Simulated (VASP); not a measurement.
Wanted: the native input for a VASP 6.6.1 run.

| Property | Result |
| --- | --- |
| Task | single point |
| Functional | LDA |
| Potentials or basis | VASP PAW LDA potentials, release 64 (Na_pv) |
| Cutoff | 520 eV |
| k mesh | 15 × 15 × 8 |
| Occupations | gaussian, width 0.15 eV |
| Spin | no spin polarisation |
| Dipole correction | no |
| Further INCAR settings | ALGO = Normal; EDIFF = 1e-06; NBANDS = 14 |

The structure of Na lies in POSCAR:

```
Na
1.0
    3.7658190936      0.0000000000      0.0000000000
   -1.8829095468      3.2612950011      0.0000000000
    0.0000000000      0.0000000000      5.8981745703
Na
2
Direct
    0.3333333333      0.6666666667      0.2500000000
    0.6666666667      0.3333333333      0.7500000000
```

This isn't the form of Na at room conditions, which is bcc.

The input as run:

INCAR

```
  ALGO = Normal
  EDIFF = 1E-6
  ENCUT = 520
  GGA = CA
  ISIF = 2
  ISMEAR = 0
  LASPH = T
  LCHARG = F
  LREAL = F
  LWAVE = F
  NBANDS = 14
  NELM = 60
  PREC = Accurate
  SIGMA = 0.15
```

KPOINTS

```
k-points
0
Gamma
  15 15 8
```

Potentials or basis: VASP PAW LDA potentials, release 64 (Na_pv).

Run with:

```sh
$ cat potpaw_LDA.64/Na_pv/POTCAR > POTCAR
$ mpirun -np 1 vasp_std > vasp.out
```

Results of the run:

```
Pressure               : -0.6 GPa
Band gap on the k mesh : zero (bands 7 and 8 overlap by 4.26 eV)
```

Wall time 66 s on 1 thread of Oxide Virtual Turin-like Processor, with other jobs on the host, peak memory 0.18 GiB.
